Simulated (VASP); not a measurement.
# SiNi (WC type) (P-6m2) in VASP: a series of runs, part 2 of 2

VASP 6.6.1. Earlier steps stand in the parts before.

## 3. Single point, PBE

File INCAR:

```
SYSTEM = SiNi
PREC = Accurate ; ENCUT = 520
EDIFF = 1E-6 ; ISMEAR = -1
SIGMA = 0.08 ; LREAL = .False.
LASPH = .True. ; NELM = 80
ALGO = Normal ; ISIF = 2
LWAVE = .False. ; LCHARG = .False.
GGA = PE ; NBANDS = 14
```

File KPOINTS:

```
regular mesh
0
Gamma
  16 16 14
  0 0 0
```

File POSCAR:

```
SiNi
1.0
    2.4875359271      0.0000000000      0.0000000000
   -1.2437679636      2.1542693057      0.0000000000
    0.0000000000      0.0000000000      3.5088737170
Ni Si
1 1
Direct
    0.0000000000      0.0000000000      0.0000000000
    0.3333333333      0.6666666667      0.5000000000
```

Potentials or basis: VASP PAW PBE potentials, release 64 (Ni, Si).

On the command line:

```
$ cat potpaw_PBE.64/Ni/POTCAR potpaw_PBE.64/Si/POTCAR > POTCAR
$ mpirun -np 1 vasp_std > vasp.out
```

OUTCAR:

```text
SYSTEM = SiNi
   PREC = Accurate
   ENCUT = 520
   EDIFF = 1E-6
   ISMEAR = -1
   LREAL = .False.
   LASPH = .True.
   NELM = 80
   ISIF = 2
   GGA = PE

 ion  position               nearest neighbor table
   1  0.000  0.000  0.000-   2 2.27   2 2.27   2 2.27   2 2.27   2 2.27   2 2.27
   2  0.333  0.667  0.500-   1 2.27   1 2.27   1 2.27   1 2.27   1 2.27   1 2.27

  LATTYP: Found a hexagonal cell.
 ALAT       =     2.4875359271
 C/A-ratio  =     1.4105821262

  Lattice vectors:

 A1 = (   2.4875359271,   0.0000000000,   0.0000000000)
 A2 = (  -1.2437679636,   2.1542693057,   0.0000000000)
 A3 = (   0.0000000000,   0.0000000000,   3.5088737170)

Analysis of symmetry for initial positions (statically):
=====================================================================
 Subroutine PRICEL returns:
 Original cell was already a primitive cell.

 Routine SETGRP: Setting up the symmetry group for a
 hexagonal supercell.

 Subroutine GETGRP returns: Found 12 space group operations
 (whereof 12 operations were pure point group operations)
 out of a pool of 24 trial point group operations.

The static configuration has the point symmetry D_3h.

Analysis of symmetry for dynamics (positions and initial velocities):
=====================================================================
 Subroutine PRICEL returns:
 Original cell was already a primitive cell.

 Routine SETGRP: Setting up the symmetry group for a
 hexagonal supercell.

 Subroutine GETGRP returns: Found 12 space group operations
 (whereof 12 operations were pure point group operations)
 out of a pool of 24 trial point group operations.

The dynamic configuration has the point symmetry D_3h.

 Subroutine INISYM returns: Found 12 space group operations
 (whereof 12 operations are pure point group operations),
 and found     1 'primitive' translations

----------------------------------------------------------------------------------------

                                     Primitive cell

  volume of cell :      18.8034

  direct lattice vectors                    reciprocal lattice vectors
     2.487535927  0.000000000  0.000000000     0.402004244  0.232097259  0.000000000
    -1.243767964  2.154269306  0.000000000     0.000000000  0.464194517  0.000000000
     0.000000000  0.000000000  3.508873717     0.000000000  0.000000000  0.284991733

  length of vectors
     2.487535927  2.487535927  3.508873717     0.464194517  0.464194517  0.284991733

  position of ions in fractional coordinates (direct lattice)
     0.000000000  0.000000000  0.000000000
     0.333333333  0.666666667  0.500000000

  ion indices of the primitive-cell ions
   primitive index   ion index
                 1           1
                 2           2

----------------------------------------------------------------------------------------

 KPOINTS: regular mesh

Automatic generation of k-mesh.
 Grid dimensions read from file:
 generate k-points for:   16   16   14

 Generating k-lattice:

[... 23 lines left out ...]
  0.312500 -0.000000  0.000000      6.000000
[... 16 lines left out ...]
  0.187500  0.187500  0.000000      6.000000
  0.250000  0.187500  0.000000     12.000000
 [... further k-points ...]
   k-points           NKPTS =    240   k-points in BZ     NKDIM =    240   number of bands    NBANDS=     14
   number of dos      NEDOS =    301   number of ions     NIONS =      2
   total plane-waves  NPLWV =  11200
   dimension x,y,z NGX =    20 NGY =   20 NGZ =   28
   dimension x,y,z NGXF=    40 NGYF=   40 NGZF=   56
   ions per type =               1   1
   NGX,Y,Z   is equivalent  to a cutoff of  13.37, 13.37, 13.27 a.u.
   NGXF,Y,Z  is equivalent  to a cutoff of  26.73, 26.73, 26.53 a.u.
 SYSTEM =  SiNi
   PREC   = accura    normal or accurate (medium, high low for compatibility)
   ISTART =      0    job   : 0-new  1-cont  2-samecut
   ICHARG =      2    charge: 1-file 2-atom 10-const
   ISPIN  =      1    spin polarized calculation?
   LNONCOLLINEAR =      F non collinear calculations
   LSORBIT =      F    spin-orbit coupling
   LASPH  =      T    aspherical Exc in radial PAW
   ENCUT  =  520.0 eV  38.22 Ry    6.18 a.u.   4.63  4.63  6.52*2*pi/ulx,y,z
   NELM   =     80;   NELMIN=  2; NELMDL= -5     # of ELM steps
   EDIFF  = 0.1E-05   stopping-criterion for ELM
   LREAL  =      F    real-space projection
   EDIFFG = 0.1E-04   stopping-criterion for IOM
   NSW    =      0    number of steps for IOM
   IBRION =     -1    ionic relax: 0-MD 1-quasi-New 2-CG
   NFREE  =      0    steps in history (QN), initial steepest desc. (CG)
   ISIF   =      2    stress and relaxation
   ISYM   =      2    0-nonsym 1-usesym 2-fastsym
   POTIM  = 0.5000    time-step for ionic-motion
   TEBEG  =    0.0;   TEEND  =   0.0 temperature during run
   PSTRESS=    0.0 pullay stress
   NELECT =      14.0000    total number of electrons
   NUPDOWN=      -1.0000    fix difference up-down
   EMIN   =  10.00;   EMAX   =-10.00  energy-range for DOS
   EFERMI =   0.00;   METHOD = LEGACY
   ISMEAR =    -1;   SIGMA  =   0.08  broadening in eV -4-tet -1-fermi 0-gaus
   EFERMI_NEDOS =   21; number of points for ismear=-14 and -15
   IALGO  =     38    algorithm
   IMIX   =      4    mixing-type and parameters
     AMIX     =   0.40;   BMIX     =  1.00
     AMIX_MAG =   1.60;   BMIX_MAG =  1.00
  volume/ion in A,a.u.               =       9.40        63.45
  Fermi-wavevector in a.u.,A,eV,Ry     =   1.483788  2.803952 29.954946  2.201626
  Thomas-Fermi vector in A             =   2.597406
   LORBIT       =      0    0 simple, 1 ext, 2 COOP (PROOUT), +10 PAW based schemes
   GGA     = PE    functional components
   LHFCALC =     F    Hartree Fock is set to
   AEXX    =    0.0000 exact exchange contribution
   IVDW    =     0    specifies the selected vdW correction
   LEPSILON=     F    determine dielectric tensor
   LRPA    =     F    only Hartree local field effects (RPA)
 non-spin polarized calculation
  energy-cutoff  :      520.00
  volume of cell :       18.80
 maximum number of plane-waves:       523
 NGX is ok and might be reduce to    20
   NGX =  9   NGY =  9   NGZ = 13

 number of electron      14.0000005 magnetization

 Free energy of the ion-electron system (eV)
  ---------------------------------------------------
  ext. energy  EPLUGINS =         0.00000000
  ---------------------------------------------------
  free energy    TOTEN  =       -10.80198170 eV

  energy without entropy =      -10.79013436  energy(sigma->0) =      -10.79605803

 E-fermi :  14.9792     XC(G=0): -13.5691

 val. band max:       14.9786014378   @ k =   0.4375  -0.0000   0.5000
 cond. band min:      14.9863531728   @ k =   0.5000  -0.0000   0.4286
 fundamental gap:      0.0077517350
 Fermi energy:        14.9791553350

 k-point     1 :       0.0000    0.0000    0.0000
  band No.  band energies     occupation
      1      -1.2241      2.00000
      2       8.8474      2.00000
      3      10.0704      2.00000
      4      11.7281      2.00000
      5      11.7281      2.00000
      6      12.4538      2.00000
      7      12.4538      2.00000
      8      16.9879      0.00000
      9      26.9312      0.00000
     10      26.9312      0.00000
     11      28.1033      0.00000
     12      28.1033      0.00000
     13      31.2615      0.00000
     14      34.7268      0.00000
[... 377 lines left out ...]
      1       3.1614      2.00000
      2       9.4521      2.00000
      3       9.6255      2.00000
      4      10.2279      2.00000
      5      11.5667      2.00000
      6      13.1312      2.00000
      7      15.3908      0.01159
      8      16.4843      0.00000
      9      16.8702      0.00000
     10      19.9769      0.00000
     11      24.9432      0.00000
     12      28.0295      0.00000
     13      29.1186      0.00000
     14      31.4908      0.00000

 [... further k-points ...]

------------------------ aborting loop because EDIFF is reached ----------------------------------------

  FORCE on cell =-STRESS in cart. coord.  units (eV):
  Direction    XX          YY          ZZ          XY          YZ          ZX
  --------------------------------------------------------------------------------------
  -------------------------------------------------------------------------------------
  Total        7.1402636      7.1402636      7.1975316     -0.0000000      0.0000000      0.0000000
  in kB      608.3979402    608.3979402    613.2775527     -0.0000000      0.0000000      0.0000000
  external PRESSURE =     610.0244777 kB  Pullay stress =       0.0000000 kB

 VOLUME and BASIS-vectors are now :
 -----------------------------------------------------------------------------
  energy-cutoff  :      520.00
  volume of cell :       18.80
      direct lattice vectors                 reciprocal lattice vectors
     2.487535927  0.000000000  0.000000000     0.402004244  0.232097259  0.000000000
    -1.243767964  2.154269306  0.000000000     0.000000000  0.464194517  0.000000000
     0.000000000  0.000000000  3.508873717     0.000000000  0.000000000  0.284991733

 POSITION                                       TOTAL-FORCE (eV/Angst)
 -----------------------------------------------------------------------------------
      0.00000      0.00000      0.00000         0.000000      0.000000      0.000000
     -0.00000      1.43618      1.75444        -0.000000      0.000000      0.000000
 -----------------------------------------------------------------------------------
    total drift:                                0.000000     -0.000000      0.000000

  FREE ENERGIE OF THE ION-ELECTRON SYSTEM (eV)
  ---------------------------------------------------
  free  energy   TOTEN  =       -10.8019817000 eV

  energy  without entropy=      -10.7901343579  energy(sigma->0) =      -10.79605803
```

stdout:

```text
POSCAR found type information on POSCAR NiSi
 POSCAR found :  2 types and       2 ions
 scaLAPACK will be used
 LDA part: xc-table for (Slater+PW92), standard interpolation
 POSCAR, INCAR and KPOINTS ok, starting setup
 FFT: planning ... GRIDC
 FFT: planning ... GRID_SOFT
 FFT: planning ... GRID
 WAVECAR not read
 entering main loop
```

Run time: 82 s. Hardware: 1 thread of Intel Xeon Platinum 8259CL at 2.50GHz (Skylake/Cascade Lake), shared host; peak memory 0.18 GiB.

Results:

- Free energy: -10.8020 eV
- Pressure: 61.0 GPa
- Band gap on the k mesh: zero (band 7 reaches 15.87 eV, above the bottom of band 8 at 14.42 eV)

Stress tensor (GPa, compression positive):
```
60.84  0.00  0.00
 0.00 60.84  0.00
 0.00  0.00 61.33
```

Spin polarisation is off, so any magnetic state and its effect on volume and gap are missing.

## 4. Single point, PBE

File INCAR:

```
SYSTEM = SiNi
  ALGO = Normal
  EDIFF = 1E-6
  ENCUT = 590
  GGA = PE
  GGA_COMPAT = .False.
  ISIF = 2
  ISMEAR = -1
  LASPH = .True.
  LCHARG = .False.
  LREAL = .False.
  LWAVE = .False.
  NBANDS = 18
  NELM = 120
  PREC = Accurate
  SIGMA = 0.08
```

File KPOINTS:

```
k-points
0
Gamma
  16 16 14
  0 0 0
```

File POSCAR:

```
SiNi
1.0
    2.4875289832      0.0000000000      0.0000000000
   -1.2437644916      2.1542632921      0.0000000000
    0.0000000000      0.0000000000      3.5096121413
Ni Si
1 1
Direct
    0.0000000000      0.0000000000      0.0000000000
    0.3333333333      0.6666666667      0.5000000000
```

Potentials or basis: VASP PAW PBE potentials, release 64 (Ni_sv_GW, Si).

On the command line:

```
$ cat potpaw_PBE.64/Ni_sv_GW/POTCAR potpaw_PBE.64/Si/POTCAR > POTCAR
$ mpirun -np 1 vasp_std > vasp.out
```

Wall time 100 s (1 thread of Intel Xeon Platinum 8488C (Sapphire Rapids), shared host); peak memory 0.23 GiB.

Results (log left out):

```yaml
Free_energy: -11.7305 eV
Pressure: 58.4 GPa
Band_gap_on_the_k_mesh: zero (band 11 reaches 14.96 eV, above the bottom of band 12 at 13.51 eV)
```

Stress tensor (GPa, compression positive):
```
58.31  0.00  0.00
 0.00 58.31  0.00
 0.00  0.00 58.51
```

Levels at points of the mesh, in eV from the Fermi level:
```tsv
k point	band 8	band 9	band 10	band 11	band 12	band 13	band 14	band 15
(0.00, 0.00, 0.00)	-3.27	-3.27	-2.52	-2.52	2.00	11.93	11.93	13.11
(0.50, 0.00, 0.00)	-5.12	-3.02	-1.31	-0.46	2.73	4.84	5.42	6.89
(0.00, 0.00, 0.50)	-3.24	-3.24	-2.68	-2.68	8.91	12.76	12.76	13.72
(0.50, 0.00, 0.50)	-3.45	-3.45	-3.34	-1.31	-0.21	2.34	7.97	8.20
```

Spin polarisation is off, so any magnetic state and its effect on volume and gap are missing.

## 5. Relaxation of cell and atoms, PBE, target pressure 61 GPa, at which the enthalpy is minimised

File INCAR:

```
PREC = Accurate
ENCUT = 600
EDIFF = 1E-7
ISMEAR = -1
SIGMA = 0.08
LREAL = False
LASPH = True
NELM = 60
ALGO = Normal
ISIF = 3
LWAVE = False
LCHARG = False
GGA = PE
IBRION = 2
NSW = 32
EDIFFG = -0.005
PSTRESS = 610.0
```

File KPOINTS:

```
regular mesh
0
Gamma
  16 16 14
```

POSCAR is that of step 4.

Potentials or basis: VASP PAW PBE potentials, release 64 (Ni, Si).

On the command line:

```
$ cat potpaw_PBE.64/Ni/POTCAR potpaw_PBE.64/Si/POTCAR > POTCAR
$ mpirun -np 1 vasp_std > vasp.out
```

Wall time 74 s (1 thread of AMD EPYC 9R45 (Zen 5), shared host); peak memory 0.16 GiB.

It converged, with:

```yaml
Free_energy: -10.7996 eV
Relaxed_volume: 9.40 Å³/atom
Relaxed_cell: a = 2.486 Å, b = 2.486 Å, c = 3.513 Å, α = 90.00°, β = 90.00°, γ = 120.00°
Space_group_after_relaxing_to_0.05_Å: P-6m2 (No. 187)
Energy_change_on_relaxing_the_enthalpy_is_what_falls: +1.9 meV/atom
Ionic_steps: 5
Pressure_after_relaxing: 61.0 GPa
Band_gap_on_the_k_mesh: zero (band 7 reaches 15.87 eV, above the bottom of band 8 at 14.43 eV)
```

Step by step:
| step | energy change (eV) | largest force (eV/Å) | pressure (GPa) | volume (Å³) |
| --- | --- | --- | --- | --- |
| 1 | 0.0000 | 0.0000 | 60.83 | 18.81 |
| 2 | 0.0102 | 0.0000 | 61.36 | 18.78 |
| 3 | 0.0062 | 0.0000 | 61.12 | 18.79 |
| 4 | 0.0034 | 0.0000 | 60.91 | 18.80 |
| 5 | 0.0039 | 0.0000 | 60.97 | 18.80 |

Final structure:
```
Ni Si
1.0
     2.48578    0.00000    0.00000
    -1.24289    2.15275    0.00000
     0.00000    0.00000    3.51262
Ni Si
1 1
Direct
  0.00000 0.00000 0.00000
  0.33333 0.66667 0.50000
```

Levels at points of the mesh, in eV from the Fermi level:
| k point | band 5 | band 6 | band 7 | band 8 | band 9 | band 10 |
| --- | --- | --- | --- | --- | --- | --- |
| (0.00, 0.00, 0.00) | -3.25 | -2.52 | -2.52 | 1.98 | 11.98 | 11.98 |
| (0.50, 0.00, 0.00) | -3.02 | -1.30 | -0.46 | 2.75 | 4.87 | 5.47 |
| (0.00, 0.00, 0.50) | -3.22 | -2.67 | -2.67 | 8.93 | 12.82 | 12.82 |
| (0.50, 0.00, 0.50) | -3.41 | -3.33 | -1.30 | -0.23 | 2.36 | 7.99 |

Caveat: the cell is relaxed towards a set pressure, so the enthalpy falls and the energy may rise. Spin polarisation is off, so any magnetic state and its effect on volume and gap are missing.

## 6. Relaxation of cell and atoms, PBE, target pressure 61 GPa, at which the enthalpy is minimised

This run uses another cell than the first one, of 10.38 Å³/atom, 1.104 times its volume.

File INCAR:

```
  PREC = Accurate
  ENCUT = 600
  EDIFF = 1E-7
  ISMEAR = -1
  SIGMA = 0.08
  LREAL = False
  LASPH = True
  NELM = 60
  ALGO = Normal
  ISIF = 3
  LWAVE = False
  LCHARG = False
  GGA = PE
  IBRION = 2
  NSW = 60
  EDIFFG = -0.005
  PSTRESS = 610.0
```

KPOINTS is that of step 5.

File POSCAR:

```
SiNi
1.0
    2.9032591036      0.0000000000      0.0000000000
   -1.4516295518      2.5142961375      0.0000000000
    0.0000000000      0.0000000000      2.8451939215
Ni Si
1 1
Direct
    0.0000000000      0.0000000000      0.0000000000
    0.3333333333      0.6666666667      0.5000000000
```

Potentials or basis: VASP PAW PBE potentials, release 64 (Ni, Si).

On the command line:

```
$ cat potpaw_PBE.64/Ni/POTCAR potpaw_PBE.64/Si/POTCAR > POTCAR
$ mpirun -np 1 vasp_std > vasp.out
```

It took 7.2 min on 1 thread of AMD EPYC 9R45 (Zen 5), shared host; peak memory 0.19 GiB.

Results (log left out):

* Free energy: -10.7986 eV
* Relaxed volume: 9.40 Å³/atom
* Relaxed cell: a = 2.486 Å, b = 2.486 Å, c = 3.511 Å, α = 90.00°, β = 90.00°, γ = 120.00°
* Space group after relaxing (to 0.05 Å): P-6m2 (No. 187)
* Energy change on relaxing (the enthalpy is what falls): +0.7 meV/atom
* Ionic steps: 23
* Pressure after relaxing: 61.0 GPa
* Band gap on the k mesh: zero (band 7 reaches 15.87 eV, above the bottom of band 8 at 14.43 eV)

Step by step:
| step | energy change (eV) | largest force (eV/Å) | pressure (GPa) | volume (Å³) |
| --- | --- | --- | --- | --- |
| 1 | 0.0000 | 0.0000 | 49.08 | 20.77 |
| 2 | 0.9795 | 0.0000 | 98.72 | 18.53 |
| 3 | 0.2364 | 0.0000 | 61.92 | 20.07 |
| 4 | 0.2466 | 0.0000 | 62.62 | 19.96 |
| 5 | 0.2221 | 0.0000 | 65.06 | 19.54 |
| 6 | 0.2146 | 0.0000 | 74.90 | 18.43 |
| 7 | 3.6626 | 0.0000 | 195.68 | 15.37 |
| 8 | 0.2957 | 0.0000 | 79.14 | 18.15 |
| 9 | 0.3833 | 0.0000 | 82.91 | 17.94 |
| 10 | 0.3699 | 0.0000 | 81.82 | 17.96 |
| 11 | 0.3416 | 0.0000 | 78.87 | 18.02 |
| 12 | 0.3154 | 0.0000 | 77.53 | 18.07 |
| 13 | 0.2395 | 0.0000 | 73.63 | 18.23 |
| 14 | 0.0991 | 0.0000 | 66.25 | 18.55 |
| 15 | -0.1397 | 0.0000 | 53.05 | 19.19 |
| 16 | -0.0028 | 0.0000 | 60.75 | 18.81 |
| 17 | 0.0032 | 0.0000 | 61.07 | 18.79 |
| 18 | 0.0032 | 0.0000 | 61.18 | 18.79 |
| 19 | 0.0034 | 0.0000 | 61.11 | 18.79 |
| 20 | 0.0038 | 0.0000 | 61.16 | 18.79 |
| 21 | 0.0045 | 0.0000 | 61.24 | 18.79 |
| 22 | 0.0034 | 0.0000 | 61.16 | 18.79 |
| 23 | 0.0014 | 0.0000 | 61.05 | 18.80 |

Final structure:
```cif
data_structure
_symmetry_space_group_name_H-M 'P 1'
_symmetry_Int_Tables_number 1
_cell_length_a 2.4863
_cell_length_b 2.4863
_cell_length_c 3.5107
_cell_angle_alpha 90.000
_cell_angle_beta 90.000
_cell_angle_gamma 120.000
_cell_volume 18.80
loop_
_atom_site_label
_atom_site_type_symbol
_atom_site_fract_x
_atom_site_fract_y
_atom_site_fract_z
_atom_site_occupancy
Ni1 Ni 0.00000 0.00000 0.00000 1
Si1 Si 0.33333 0.66667 0.50000 1
```

Levels at points of the mesh, in eV from the Fermi level:
```csv
k point,band 3,band 4,band 5,band 6,band 7,band 8,band 9,band 10,band 11
"(0.00, 0.00, 0.00)",-4.92,-3.25,-3.25,-2.52,-2.52,2.00,11.97,11.97,13.14
"(0.50, 0.00, 0.00)",-5.79,-5.10,-3.02,-1.31,-0.47,2.75,4.87,5.46,6.88
"(0.00, 0.00, 0.50)",-4.21,-3.22,-3.22,-2.68,-2.68,8.94,12.81,12.81,13.75
"(0.50, 0.00, 0.50)",-6.10,-3.45,-3.41,-3.34,-1.31,-0.22,2.36,7.99,8.24
```

Caveat: the cell is relaxed towards a set pressure, so the enthalpy falls and the energy may rise.

## 7. Overview

| task | potentials or basis | cell | cutoff (eV) | second run | gap on the mesh (eV) | pressure (GPa) |
| --- | --- | --- | --- | --- | --- | --- |
| single point | VASP PAW PBE potentials, release 64 (Ni, Si) | a = 2.488, b = 2.488, c = 3.510 Å, angles 90.0, 90.0, 120.0°, 2 atoms | 520 | - | none | 60.9 |
| single point | VASP PAW PBE potentials, release 64 (Ni, Si) | a = 2.488, b = 2.488, c = 3.509 Å, angles 90.0, 90.0, 120.0°, 2 atoms | 520 | - | none | 61.0 |
| single point | VASP PAW PBE potentials, release 64 (Ni_sv_GW, Si) | a = 2.488, b = 2.488, c = 3.510 Å, angles 90.0, 90.0, 120.0°, 2 atoms | 590 | valence_matched | none | 58.4 |
| relaxation of cell and atoms | VASP PAW PBE potentials, release 64 (Ni, Si) | relaxed to 61 GPa from a = 2.488, b = 2.488, c = 3.510 Å, angles 90.0, 90.0, 120.0°, 2 atoms | 600 | - | none | 61.0 |
| relaxation of cell and atoms | VASP PAW PBE potentials, release 64 (Ni, Si) | relaxed to 61 GPa from a = 2.903, b = 2.903, c = 2.845 Å, angles 90.0, 90.0, 120.0°, 2 atoms | 600 | - | none | 61.0 |

Alike in all rows: level PBE; no spin polarisation; k mesh 16 × 16 × 14; smearing fermi-dirac 0.08 eV.

Caveats: the cell is relaxed towards a set pressure, so the enthalpy falls and the energy may rise (some runs).

Absolute energies hang on the potentials; compare differences alone.
